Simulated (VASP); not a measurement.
# CdTe (I-4m2) in VASP: a series of runs

The runs below take CdTe through single point, with LDA.

Everything below comes from runs of VASP 6.6.1. Logs are shortened: lines on timing, memory, paths and dates and some standing lists are left out, and cuts for length are marked.

## Step 1: The cell of the first run

It takes space group I-4m2 (No. 119, tetragonal). Conventional cell: a = 4.785 Å, b = 4.785 Å, c = 5.752 Å, α = 90.00°, β = 90.00°, γ = 90.00°. Within 3.7 Å of Cd (site symmetry -4m2) lie 4 Te at 2.79 Å. Te (site symmetry -4m2) has 4 Cd at 2.79 Å within 3.7 Å.

## Step 2: Single point, LDA

INCAR reads:

```
SYSTEM = CdTe
PREC     = Accurate       ! precision mode
ENCUT    = 520            ! plane-wave cutoff, eV
EDIFF    = 1E-6           ! SCF threshold, eV
ISMEAR   = -1             ! smearing method
SIGMA    = 0.2            ! smearing width, eV
LREAL    = .FALSE.        ! projectors in reciprocal space
LASPH    = .TRUE.         ! aspherical terms in the spheres
NELM     = 80             ! most SCF steps
ALGO     = Normal         ! electronic algorithm
ISIF     = 2              ! what is computed and relaxed
LWAVE    = .FALSE.        ! write WAVECAR
LCHARG   = .FALSE.        ! write CHGCAR
NBANDS   = 16             ! bands
```

KPOINTS reads:

```
regular mesh
0
G
  8 8 8
  0 0 0
```

POSCAR reads:

```
CdTe
1.0
    0.0000000000      3.3834133503      2.8759013477
    3.3834133503      0.0000000000      2.8759013477
    3.3834133503      3.3834133503      0.0000000000
Cd Te
1 1
Direct
    0.0000000000      0.0000000000      0.0000000000
    0.7500000000      0.7500000000      0.7500000000
```

Potentials or basis: VASP PAW LDA potentials, release 64 (Cd, Te).

Started as:

```bash
$ cat potpaw_LDA.64/Cd/POTCAR potpaw_LDA.64/Te/POTCAR > POTCAR
$ mpirun -np 1 vasp_std > vasp.out
```

OUTCAR:

```text
SYSTEM = CdTe
   PREC = Accurate
   ENCUT = 520
   EDIFF = 1E-6
   ISMEAR = -1
   LREAL = .FALSE.
   LASPH = .TRUE.
   NELM = 80
   ISIF = 2

 ion  position               nearest neighbor table
   1  0.000  0.000  0.000-   2 2.79   2 2.79   2 2.79   2 2.79
   2  0.750  0.750  0.750-   1 2.79   1 2.79   1 2.79   1 2.79

  LATTYP: Found a body centered tetragonal cell.
 ALAT       =     4.7848690471
 C/A-ratio  =     1.2020815280

  Lattice vectors:

 A1 = (   0.0000000000,  -3.3834133503,  -2.8759013477)
 A2 = (   0.0000000000,   3.3834133503,  -2.8759013477)
 A3 = (   3.3834133503,   0.0000000000,   2.8759013477)

Analysis of symmetry for initial positions (statically):
=====================================================================
 Subroutine PRICEL returns:
 Original cell was already a primitive cell.

 Routine SETGRP: Setting up the symmetry group for a
 body centered tetragonal supercell.

 Subroutine GETGRP returns: Found  8 space group operations
 (whereof  8 operations were pure point group operations)
 out of a pool of 16 trial point group operations.

The static configuration has the point symmetry D_2d.

Analysis of symmetry for dynamics (positions and initial velocities):
=====================================================================
 Subroutine PRICEL returns:
 Original cell was already a primitive cell.

 Routine SETGRP: Setting up the symmetry group for a
 body centered tetragonal supercell.

 Subroutine GETGRP returns: Found  8 space group operations
 (whereof  8 operations were pure point group operations)
 out of a pool of 16 trial point group operations.

The dynamic configuration has the point symmetry D_2d.

 Subroutine INISYM returns: Found  8 space group operations
 (whereof  8 operations are pure point group operations),
 and found     1 'primitive' translations

----------------------------------------------------------------------------------------

                                     Primitive cell

  volume of cell :      65.8437

  direct lattice vectors                    reciprocal lattice vectors
     0.000000000  3.383413350  2.875901348    -0.147779756  0.147779756  0.173858537
     3.383413350  0.000000000  2.875901348     0.147779756 -0.147779756  0.173858537
     3.383413350  3.383413350  0.000000000     0.147779756  0.147779756 -0.173858537

  length of vectors
[... 74 lines left out ...]
   ISTART =      0    job   : 0-new  1-cont  2-samecut
   ICHARG =      2    charge: 1-file 2-atom 10-const
   ISPIN  =      1    spin polarized calculation?
   LNONCOLLINEAR =      F non collinear calculations
   LSORBIT =      F    spin-orbit coupling
   LASPH  =      T    aspherical Exc in radial PAW
   ENCUT  =  520.0 eV  38.22 Ry    6.18 a.u.   8.26  8.26  8.90*2*pi/ulx,y,z
   NELM   =     80;   NELMIN=  2; NELMDL= -5     # of ELM steps
   EDIFF  = 0.1E-05   stopping-criterion for ELM
   LREAL  =      F    real-space projection
   EDIFFG = 0.1E-04   stopping-criterion for IOM
   NSW    =      0    number of steps for IOM
   IBRION =     -1    ionic relax: 0-MD 1-quasi-New 2-CG
   NFREE  =      0    steps in history (QN), initial steepest desc. (CG)
   ISIF   =      2    stress and relaxation
   ISYM   =      2    0-nonsym 1-usesym 2-fastsym
   POTIM  = 0.5000    time-step for ionic-motion
   TEBEG  =    0.0;   TEEND  =   0.0 temperature during run
   PSTRESS=    0.0 pullay stress
   NELECT =      18.0000    total number of electrons
   NUPDOWN=      -1.0000    fix difference up-down
   EMIN   =  10.00;   EMAX   =-10.00  energy-range for DOS
   EFERMI =   0.00;   METHOD = LEGACY
   ISMEAR =    -1;   SIGMA  =   0.20  broadening in eV -4-tet -1-fermi 0-gaus
   EFERMI_NEDOS =   21; number of points for ismear=-14 and -15
   IALGO  =     38    algorithm
   IMIX   =      4    mixing-type and parameters
     AMIX     =   0.40;   BMIX     =  1.00
     AMIX_MAG =   1.60;   BMIX_MAG =  1.00
  volume/ion in A,a.u.               =      32.92       222.17
  Fermi-wavevector in a.u.,A,eV,Ry     =   1.062497  2.007828 15.359610  1.128899
  Thomas-Fermi vector in A             =   2.197950
   LORBIT       =      0    0 simple, 1 ext, 2 COOP (PROOUT), +10 PAW based schemes
   GGA     = CA    functional components
   LHFCALC =     F    Hartree Fock is set to
   AEXX    =    0.0000 exact exchange contribution
   IVDW    =     0    specifies the selected vdW correction
   LEPSILON=     F    determine dielectric tensor
   LRPA    =     F    only Hartree local field effects (RPA)
 non-spin polarized calculation
  energy-cutoff  :      520.00
  volume of cell :       65.84
 maximum number of plane-waves:      1792
 NGX is ok and might be reduce to    36

 number of electron      17.9999997 magnetization

 Free energy of the ion-electron system (eV)
  ---------------------------------------------------
  ext. energy  EPLUGINS =         0.00000000
  ---------------------------------------------------
  free energy    TOTEN  =        -5.99986360 eV

  energy without entropy =       -5.99288988  energy(sigma->0) =       -5.99637674

 E-fermi :   3.1449     XC(G=0):  -9.1103

 val. band max:        3.0235097934   @ k =   0.0000   0.0000   0.0000
 cond. band min:       3.9511198730   @ k =   0.5000   0.0000   0.0000
 fundamental gap:      0.9276100795
 Fermi energy:         3.1448939951

 k-point     1 :       0.0000    0.0000    0.0000
  band No.  band energies     occupation
      1      -8.9366      2.00000
      2      -5.9323      2.00000
      3      -5.9323      2.00000
      4      -5.9059      2.00000
      5      -5.6752      2.00000
      6      -5.6328      2.00000
[... 433 lines left out ...]
      3      -5.8326      2.00000
      4      -5.6733      2.00000
      5      -5.6633      2.00000
      6      -5.5224      2.00000
[... 8 lines left out ...]
     15      11.4907      0.00000
     16      12.6751      0.00000

 [... further k-points ...]
[... 5 lines left out ...]
  --------------------------------------------------------------------------------------
  -------------------------------------------------------------------------------------
  Total       -0.3890191     -0.3890191      0.4794265      0.0000000      0.0000000      0.0000000
  in kB       -9.4660202     -9.4660202     11.6659070      0.0000000      0.0000000      0.0000000
  external PRESSURE =      -2.4220445 kB  Pullay stress =       0.0000000 kB

 VOLUME and BASIS-vectors are now :
 -----------------------------------------------------------------------------
  energy-cutoff  :      520.00
  volume of cell :       65.84
      direct lattice vectors                 reciprocal lattice vectors
     0.000000000  3.383413350  2.875901348    -0.147779756  0.147779756  0.173858537
     3.383413350  0.000000000  2.875901348     0.147779756 -0.147779756  0.173858537
     3.383413350  3.383413350  0.000000000     0.147779756  0.147779756 -0.173858537

 POSITION                                       TOTAL-FORCE (eV/Angst)
 -----------------------------------------------------------------------------------
      0.00000      0.00000      0.00000         0.000000      0.000000     -0.000000
      5.07512      5.07512      4.31385        -0.000000     -0.000000      0.000000
 -----------------------------------------------------------------------------------
    total drift:                               -0.000001     -0.000001      0.000001

  FREE ENERGIE OF THE ION-ELECTRON SYSTEM (eV)
  ---------------------------------------------------
  free  energy   TOTEN  =        -5.9998636025 eV

  energy  without entropy=       -5.9928898840  energy(sigma->0) =       -5.99637674
```

stdout:

```text
POSCAR found type information on POSCAR CdTe
 POSCAR found :  2 types and       2 ions
 scaLAPACK will be used
 LDA part: xc-table for (Slater(with rela. corr.)+CA(PZ))
 , standard interpolation
 POSCAR, INCAR and KPOINTS ok, starting setup
 FFT: planning ... GRIDC
 FFT: planning ... GRID_SOFT
 FFT: planning ... GRID
 WAVECAR not read
 entering main loop
```

Run time: 50 s. Hardware: 1 thread of Intel Xeon 6975P-C, shared host; peak memory 0.21 GiB.

Results:

* Free energy: -5.9999 eV
* Pressure: -0.2 GPa

Caveat: spin-orbit coupling is left out, which moves the levels of the heavy elements.

## Step 3: Single point, LDA

This run uses another cell than the first one, of the same volume but with other edges.

INCAR reads:

```
PREC = Accurate
ENCUT = 520
EDIFF = 1E-6
ISMEAR = -1
SIGMA = 0.2
LREAL = F
LASPH = T
NELM = 100
ALGO = Normal
ISIF = 2
LWAVE = F
LCHARG = F
GGA = CA
NBANDS = 16
```

KPOINTS reads:

```
Automatic mesh
0
Gamma
  8 8 8
```

POSCAR reads:

```
CdTe
1.0
    0.0000000000      3.0160204726      3.6192245671
    3.0160204726      0.0000000000      3.6192245671
    3.0160204726      3.0160204726      0.0000000000
Cd Te
1 1
Direct
    0.0000000000      0.0000000000      0.0000000000
    0.7500000000      0.7500000000      0.7500000000
```

Potentials or basis: VASP PAW LDA potentials, release 64 (Cd, Te).

Started as:

```bash
$ cat potpaw_LDA.64/Cd/POTCAR potpaw_LDA.64/Te/POTCAR > POTCAR
$ mpirun -np 1 vasp_std > vasp.out
```

Wall time 46 s (1 thread of Intel Xeon 6975P-C, shared host); peak memory 0.21 GiB.

The run converged. Its results:

```yaml
Free_energy: -5.9486 eV
Pressure: -0.3 GPa
```

Stress tensor (GPa, compression positive):
```
 1.26  0.00  0.00
 0.00  1.26  0.00
 0.00  0.00 -3.33
```

Levels at points of the mesh, in eV from the Fermi level:
```
           k point  band 6  band 7  band 8  band 9  band 10  band 11  band 12  band 13
(0.00, 0.00, 0.00)   -8.84   -1.36   -0.50   -0.50    -0.27     3.89     3.89     3.95
(0.50, 0.00, 0.00)   -8.50   -5.35   -2.07   -1.03     0.63     4.25     4.98     6.30
(0.50, 0.50, 0.00)   -8.57   -5.82   -2.11   -2.11     2.24     2.74     7.05     8.33
(0.50, 0.00, 0.50)   -8.27   -4.89   -3.05   -2.77     1.38     1.42     7.11     7.74
```

Caveat: spin-orbit coupling is left out, which moves the levels of the heavy elements.

## Step 4: Single point, LDA

This run uses another cell than the first one, of the same volume but with other edges.

INCAR is that of step 3.

KPOINTS is that of step 3.

POSCAR reads:

```
CdTe
1.0
    0.0000000000      3.4817413044      2.7157582174
    3.4817413044      0.0000000000      2.7157582174
    3.4817413044      3.4817413044      0.0000000000
Cd Te
1 1
Direct
    0.0000000000      0.0000000000      0.0000000000
    0.7500000000      0.7500000000      0.7500000000
```

Potentials or basis: VASP PAW LDA potentials, release 64 (Cd, Te).

Started as:

```bash
$ cat potpaw_LDA.64/Cd/POTCAR potpaw_LDA.64/Te/POTCAR > POTCAR
$ mpirun -np 1 vasp_std > vasp.out
```

OUTCAR:

```text
PREC = Accurate
   ENCUT = 520
   EDIFF = 1E-6
   ISMEAR = -1
   LREAL = F
   LASPH = T
   NELM = 100
   ISIF = 2
   GGA = CA

 ion  position               nearest neighbor table
   1  0.000  0.000  0.000-   2 2.81   2 2.81   2 2.81   2 2.81
   2  0.750  0.750  0.750-   1 2.81   1 2.81   1 2.81   1 2.81

  LATTYP: Found a body centered tetragonal cell.
 ALAT       =     4.9239257734
 C/A-ratio  =     1.1030865786

  Lattice vectors:

 A1 = (   0.0000000000,  -3.4817413044,  -2.7157582174)
 A2 = (   0.0000000000,   3.4817413044,  -2.7157582174)
 A3 = (   3.4817413044,   0.0000000000,   2.7157582174)

Analysis of symmetry for initial positions (statically):
=====================================================================
 Subroutine PRICEL returns:
 Original cell was already a primitive cell.

 Routine SETGRP: Setting up the symmetry group for a
 body centered tetragonal supercell.

 Subroutine GETGRP returns: Found  8 space group operations
[... 156 lines left out ...]

 Free energy of the ion-electron system (eV)
  ---------------------------------------------------
  ext. energy  EPLUGINS =         0.00000000
  ---------------------------------------------------
  free energy    TOTEN  =        -5.94171069 eV

  energy without entropy =       -5.93156297  energy(sigma->0) =       -5.93663683

 E-fermi :   3.1004     XC(G=0):  -9.1359

 val. band max:        2.9104665329   @ k =   0.0000   0.0000   0.0000
 cond. band min:       3.7507724988   @ k =   0.5000   0.0000   0.0000
 fundamental gap:      0.8403059659
 Fermi energy:         3.1003852521

 k-point     1 :       0.0000    0.0000    0.0000
  band No.  band energies     occupation
      1      -8.8927      2.00000
      2      -5.9057      2.00000
      3      -5.9057      2.00000
      4      -5.8727      2.00000
      5      -5.6815      2.00000
      6      -5.6210      2.00000
[... 433 lines left out ...]
      3      -5.8074      2.00000
      4      -5.6817      2.00000
      5      -5.6615      2.00000
      6      -5.5166      2.00000
[... 8 lines left out ...]
     15      11.5274      0.00000
     16      12.7754      0.00000

 [... further k-points ...]
[... 5 lines left out ...]
  --------------------------------------------------------------------------------------
  -------------------------------------------------------------------------------------
  Total       -0.7583022     -0.7583022      0.3948317      0.0000000      0.0000000      0.0000000
  in kB      -18.4518032    -18.4518032      9.6074574      0.0000000      0.0000000      0.0000000
  external PRESSURE =      -9.0987163 kB  Pullay stress =       0.0000000 kB

 VOLUME and BASIS-vectors are now :
 -----------------------------------------------------------------------------
  energy-cutoff  :      520.00
  volume of cell :       65.84
      direct lattice vectors                 reciprocal lattice vectors
     0.000000000  3.481741304  2.715758217    -0.143606304  0.143606304  0.184110646
     3.481741304  0.000000000  2.715758217     0.143606304 -0.143606304  0.184110646
     3.481741304  3.481741304  0.000000000     0.143606304  0.143606304 -0.184110646

 POSITION                                       TOTAL-FORCE (eV/Angst)
 -----------------------------------------------------------------------------------
      0.00000      0.00000      0.00000        -0.000000     -0.000000      0.000000
      5.22261      5.22261      4.07364         0.000000      0.000000      0.000000
 -----------------------------------------------------------------------------------
    total drift:                               -0.000000     -0.000000     -0.000001

  FREE ENERGIE OF THE ION-ELECTRON SYSTEM (eV)
  ---------------------------------------------------
  free  energy   TOTEN  =        -5.9417106867 eV

  energy  without entropy=       -5.9315629686  energy(sigma->0) =       -5.93663683
```

It used 46 s of CPU time on 1 thread of Intel Xeon 6975P-C, with other jobs on the host.

What came out:

```
Free energy : -5.9417 eV
Pressure    : -0.9 GPa
```

Levels at points of the mesh, in eV from the Fermi level:
```
           k point  band 5  band 6  band 7  band 8  band 9  band 10  band 11  band 12  band 13  band 14
(0.00, 0.00, 0.00)   -8.78   -8.72   -0.91   -0.91   -0.37    -0.19     4.10     4.20     4.20     6.76
(0.50, 0.00, 0.00)   -8.72   -8.41   -5.19   -1.97   -1.05     0.65     3.79     5.49     6.72     7.54
(0.50, 0.50, 0.00)   -8.70   -8.01   -4.21   -3.25   -3.25     0.65     1.37     8.43     8.43     8.96
(0.50, 0.00, 0.50)   -8.75   -8.42   -5.46   -2.26   -1.91     2.12     2.69     6.89     7.13     7.63
```

Caveat: spin-orbit coupling is left out, which moves the levels of the heavy elements.

## Step 5: The runs side by side

| cell | pressure (GPa) |
| --- | --- |
| a = 4.441, b = 4.441, c = 4.785 Å, angles 57.4, 57.4, 65.2°, 2 atoms | -0.2 |
| a = 4.711, b = 4.711, c = 4.265 Å, angles 63.1, 63.1, 53.8°, 2 atoms | -0.3 |
| a = 4.416, b = 4.416, c = 4.924 Å, angles 56.1, 56.1, 67.8°, 2 atoms | -0.9 |

Alike in all rows: task single point; level LDA; potentials or basis VASP PAW LDA potentials, release 64 (Cd, Te); no spin polarisation; k mesh 8 × 8 × 8; cutoff (eV) 520; smearing fermi-dirac 0.2 eV.

Caveats: spin-orbit coupling is left out, which moves the levels of the heavy elements.

Absolute energies hang on the potentials; compare differences alone.
